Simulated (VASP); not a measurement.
Set up this calculation in VASP 6.6.1, as the native input.

```
Task                   : single point
Functional             : PBE
Potentials or basis    : VASP PAW PBE potentials, release 64 (Li_sv)
Cutoff                 : 520 eV
k mesh                 : 11 × 11 × 11
Occupations            : gaussian, width 0.026 eV
Spin                   : no spin polarisation
Dipole correction      : no
Further INCAR settings : ALGO = Fast; EDIFF = 1e-06; NBANDS = 8
```

The structure of Li lies in POSCAR:

```
Li
1.0
   -1.7546500000      1.7546500000      1.7546500000
    1.7546500000     -1.7546500000      1.7546500000
    1.7546500000      1.7546500000     -1.7546500000
Li
1
Direct
    0.0000000000      0.0000000000      0.0000000000
```

The input as run:

INCAR

```
SYSTEM = Li
ALGO = Fast
EDIFF = 1E-6
ENCUT = 520
GGA = PE
ISIF = 2
ISMEAR = 0
LASPH = .TRUE.
LCHARG = .FALSE.
LREAL = .FALSE.
LWAVE = .FALSE.
NBANDS = 8
NELM = 100
PREC = Accurate
SIGMA = 0.026000000000000002
```

KPOINTS

```
k-points
0
G
  11 11 11
  0 0 0
```

Potentials or basis: VASP PAW PBE potentials, release 64 (Li_sv).

Command:

```sh
$ cat potpaw_PBE.64/Li_sv/POTCAR > POTCAR
$ mpirun -np 1 vasp_std > vasp.out
```

Run time: 11 s on 1 thread of Intel Xeon 8259CL, with other jobs on the host, peak memory 0.13 GiB.
